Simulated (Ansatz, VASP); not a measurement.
## One calculation of SnTe, two programs

```xyz
2
Lattice="0.0000 2.8916 2.8916 2.8916 0.0000 2.8916 2.8916 2.8916 0.0000" Properties=species:S:1:pos:R:3 pbc="T T T"
Sn    0.0000    0.0000    0.0000
Te    2.8916    2.8916    2.8916
```

Alike in both runs: task relaxation of cell and atoms; functional PBE; k mesh 12 × 12 × 12; occupations fermi-dirac, width 0.05 eV; no spin polarisation.

|  | VASP | Ansatz |
| --- | --- | --- |
| version | VASP 6.6.1 | Ansatz 0.2.0 |
| potentials or method | VASP PAW PBE potentials, release 64 (Sn_d, Te) | PAW with Ansatz's default frozen-core files, scalar-relativistic |
| plane-wave cutoff (eV) | 600 | 420 |
| valence electrons in the cell | 20 | 30 |

```tsv
	VASP	Ansatz	Ansatz less VASP
relaxed volume (Å³/atom)	32.89	32.90	+0.010
relaxed cell length with the largest relative difference (Å)	4.531	4.532	+0.0004
```

VASP's potentials hold 20 valence electrons a cell and Ansatz's 30, so a difference there can come from the potentials and not from the codes.

Neither program's run includes spin-orbit coupling. Noted on VASP's run: the volume moved by over 15 % at a fixed basis, so the end points are rough.
